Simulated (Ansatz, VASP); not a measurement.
## One calculation of Pt, two programs

```
Pt
1.0
     2.73297    0.00000    0.00000
    -1.36648    2.36682    0.00000
     0.00000    0.00000    4.76535
Pt
2
Direct
  0.66667 0.33333 0.75000
  0.33333 0.66667 0.25000
```

Alike in both runs: functional r2SCAN; k mesh 18 × 18 × 10; occupations gaussian, width 0.1 eV; no spin polarisation.

Ansatz relaxed the structure, and its values are those at the end. VASP's run is a single point on that final structure, the one shown.

|  | VASP | Ansatz |
| --- | --- | --- |
| version | VASP 6.6.1 | Ansatz 0.2.0 |
| potentials or method | VASP PAW PBE potentials, release 64 (Pt), cutoff 520 eV | scalar-relativistic, plane waves, PAW |
| valence electrons in the cell | 20 | 36 |

```csv
,VASP,Ansatz,Ansatz less VASP
gap on the k mesh at the Fermi level (eV),none,none,-
pressure (GPa),0.7,0.0,-0.67
```

VASP's potentials were made for PBE, not for r2SCAN. A gap of «none» marks a metal or a gap that the smearing closes. VASP's potentials hold 20 valence electrons a cell and Ansatz's 36, so a difference there can come from the potentials and not from the codes.

Spin-orbit coupling is off throughout.
